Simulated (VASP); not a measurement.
Set up this calculation in VASP 6.6.1, as the native input.

* Task: single point
* Functional: LDA
* Potentials or basis: VASP PAW LDA potentials, release 64 (Si, O)
* Cutoff: 520 eV
* k mesh: 6 × 6 × 4
* Occupations: gaussian, width 0.02 eV
* Spin: no spin polarisation
* Dipole correction: no
* Further INCAR settings: ALGO = Normal; EDIFF = 1e-06; NBANDS = 44

The structure of SiO2 lies in POSCAR:

```
SiO2
1.0
    4.7998953558      0.0000000000      0.0000000000
    0.0000000000      4.7998953558      0.0000000000
    0.0000000000      0.0000000000      6.7904715085
Si O
4 8
Direct
    0.1844423047      0.1844423047      0.0000000000
    0.3155576953      0.6844423047      0.7500000000
    0.6844423047      0.3155576953      0.2500000000
    0.8155576953      0.8155576953      0.5000000000
    0.6367504331      0.7329035771      0.6920252027
    0.3632495669      0.2670964229      0.1920252027
    0.7329035771      0.6367504331      0.3079747973
    0.2329035771      0.8632495669      0.9420252027
    0.2670964229      0.3632495669      0.8079747973
    0.1367504331      0.7670964229      0.5579747973
    0.8632495669      0.2329035771      0.0579747973
    0.7670964229      0.1367504331      0.4420252027
```

This cell differs from its parent crystal: biaxial strain in the a-b plane: -3.0 %, then relaxed in part.

These files were run (other wordings do the same):

INCAR

```
ALGO = Normal
EDIFF = 1E-6
ENCUT = 520
ISIF = 2
ISMEAR = 0
LASPH = T
LCHARG = F
LREAL = F
LWAVE = F
NBANDS = 44
NELM = 100
PREC = Accurate
SIGMA = 0.02
```

KPOINTS

```
k-points
0
Gamma
  6 6 4
```

Potentials or basis: VASP PAW LDA potentials, release 64 (Si, O).

Run with:

```console
$ cat potpaw_LDA.64/Si/POTCAR potpaw_LDA.64/O/POTCAR > POTCAR
$ mpirun -np 1 vasp_std > vasp.out
```

It gave:

The pressure is 1.7 GPa, the largest force is 0.036 eV/Å and the band gap on the k mesh is 5.70 eV.

Caveat: the cell differs from its parent crystal (biaxial strain in the a-b plane: -3.0 %, then relaxed in part).

Wall time 100 s on 1 thread of AMD EPYC 9R45 96-Core Processor (Zen 5), on a shared host, peak memory 0.26 GiB.
